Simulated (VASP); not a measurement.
Set up this calculation in VASP 6.6.1, as the native input.

* Task: single point
* Functional: PBE
* Potentials or basis: VASP PAW PBE potentials, release 64 (Mo_sv)
* Cutoff: 520 eV
* k mesh: 22 × 22 × 22
* Occupations: gaussian, width 0.15 eV
* Spin: no spin polarisation
* Dipole correction: no
* Further INCAR settings: ALGO = Fast; EDIFF = 1e-06; NBANDS = 13

The structure of Mo lies in POSCAR:

```
Mo
1.0
   -0.9097789430      1.5864135108      1.5864135108
    1.5864135108     -0.9097789430      1.5864135108
    1.5864135108      1.5864135108     -0.9097789430
Mo
1
Direct
    0.0000000000      0.0000000000      0.0000000000
```

The input as run:

INCAR

```
SYSTEM = Mo
ALGO = Fast
EDIFF = 1E-6
ENCUT = 520
GGA = PE
ISIF = 2
ISMEAR = 0
LASPH = .TRUE.
LCHARG = .FALSE.
LREAL = .FALSE.
LWAVE = .FALSE.
NBANDS = 13
NELM = 60
PREC = Accurate
SIGMA = 0.15
```

KPOINTS

```
k-points
0
G
  22 22 22
  0 0 0
```

Potentials or basis: VASP PAW PBE potentials, release 64 (Mo_sv).

Launch:

```bash
$ cat potpaw_PBE.64/Mo_sv/POTCAR > POTCAR
$ mpirun -np 1 vasp_std > vasp.out
```

Results of the run:

| Quantity | Value |
| --- | --- |
| Pressure | 65.7 GPa |
| Band gap on the k mesh | zero (band 7 reaches 16.01 eV, above the bottom of band 8 at 12.91 eV) |

Wall time 47 s on 1 thread of Intel(R) Xeon(R) 6975P-C (Granite Rapids) (shared host), peak memory 0.27 GiB.
